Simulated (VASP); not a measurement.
Write the native input for VASP 6.6.1 that does the following.

```
Task                   : single point
Functional             : PBE
Potentials or basis    : VASP PAW PBE potentials, release 64 (Fe, O)
Cutoff                 : 520 eV
k mesh                 : 20 × 20 × 20
Occupations            : gaussian, width 0.1 eV
Spin                   : collinear spin, ferromagnetic start
Starting moments       : [3.8, 0.43] μB
Dipole correction      : no
Further INCAR settings : ALGO = Normal; EDIFF = 1e-06; NBANDS = 18
```

The structure of FeO lies in POSCAR:

```
FeO
1.0
    2.6504296565      0.0000000000      0.0000000000
    0.0000000000      2.6504296565      0.0000000000
    0.0000000000      0.0000000000      2.6504296565
Fe O
1 1
Direct
    0.5000000000      0.5000000000      0.5000000000
    0.0000000000      0.0000000000      0.0000000000
```

These files were run (other wordings do the same):

INCAR

```
ALGO     = Normal         # electronic algorithm
EDIFF    = 1E-6           # SCF threshold, eV
ENCUT    = 520            # plane-wave cutoff, eV
GGA      = PE             # functional
ISIF     = 2              # what is computed and relaxed
ISMEAR   = 0              # smearing method
ISPIN    = 2              # spin polarisation
LASPH    = T              # aspherical terms in the spheres
LCHARG   = F              # write CHGCAR
LMAXMIX  = 4              # l up to which the mixer works
LORBIT   = 11             # projections on sites
LREAL    = F              # projectors in reciprocal space
LWAVE    = F              # write WAVECAR
MAGMOM   = 3.8 0.43       # initial moments
NBANDS   = 18             # bands
NELM     = 150            # most SCF steps
PREC     = Accurate       # precision mode
SIGMA    = 0.1            # smearing width, eV
```

KPOINTS

```
k-points
0
Gamma
  20 20 20
```

Potentials or basis: VASP PAW PBE potentials, release 64 (Fe, O).

Command:

```console
$ cat potpaw_PBE.64/Fe/POTCAR potpaw_PBE.64/O/POTCAR > POTCAR
$ mpirun -np 1 vasp_std > vasp.out
```

It gave:

```json
{
  "Pressure": "-0.1 GPa",
  "Band gap on the k mesh": "zero (filled and empty bands overlap)",
  "Net moment": "4.00 μB per cell",
  "Site moments": "Fe +3.53; O +0.37 μB",
  "Valence electrons inside the program's atomic spheres": "Fe 6.74; O 4.95"
}
```

Caveat: a cell with one magnetic atom can't hold antiferromagnetic order, which such compounds often take; semilocal functionals often make such compounds metallic where correlation or magnetic order opens a gap, which also shifts bond lengths.

Run time: 81 s on 1 thread of Intel(R) Xeon(R) 6975P-C (Granite Rapids), on a shared host, peak memory 0.24 GiB.
